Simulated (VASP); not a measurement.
Runs of VASP 6.6.1 on Rh. The structure is that of space group Fm-3m (No. 225), or close to it. The cells are those of the table. 

| cell | gap on the mesh (eV) | pressure (GPa) |
| --- | --- | --- |
| a = 2.690, b = 2.690, c = 2.609 Å, angles 61.0, 61.0, 58.0°, 1 atom | none | 4.7 |
| a = 2.629, b = 2.629, c = 2.649 Å, angles 59.7, 59.7, 60.5°, 1 atom | none | 14.0 |
| a = 2.649, b = 2.649, c = 2.609 Å, angles 60.5, 60.5, 59.0°, 1 atom | none | 14.2 |
| a = 2.669, b = 2.669, c = 2.689 Å, angles 59.8, 59.8, 60.5°, 1 atom | none | (a) |
| a = 2.770 Å, angles 60.0°, 1 atom | none | -23.9 |
| a = 2.730 Å, angles 60.0°, 1 atom | none | -15.8 |
| a = 2.629, b = 2.629, c = 2.609 Å, angles 60.3, 60.3, 59.5°, 1 atom | none | 19.8 |
| a = 2.669, b = 2.669, c = 2.649 Å, angles 60.3, 60.3, 59.5°, 1 atom | none | (d) |
| a = 2.649 Å, angles 60.0°, 1 atom | none | (b) |
| a = 2.649, b = 2.649, c = 2.689 Å, angles 59.5, 59.5, 61.0°, 1 atom | none | 3.9 |
| a = 2.609 Å, angles 60.0°, 1 atom | none | (c) |
| a = 2.670, b = 2.670, c = 2.609 Å, angles 60.8, 60.8, 58.5°, 1 atom | none | 9.2 |

Alike in all rows: task single point; level PBEsol; potentials or basis VASP PAW PBE potentials, release 64 (Rh_pv); no spin polarisation; k mesh 22 × 22 × 22; cutoff (eV) 520; smearing gaussian 0.15 eV.

Q: Fill in the values left out.

A: (a) -0.8; (b) 8.6; (c) 26.0; (d) 3.7.

Caveats: the PAW data sets were made with another functional, which shifts forces and pressure a little.

A k mesh can miss the band edges, and the runs leave out spin-orbit coupling on Rh.

A gap of «none» marks levels without a gap at the run's occupations.
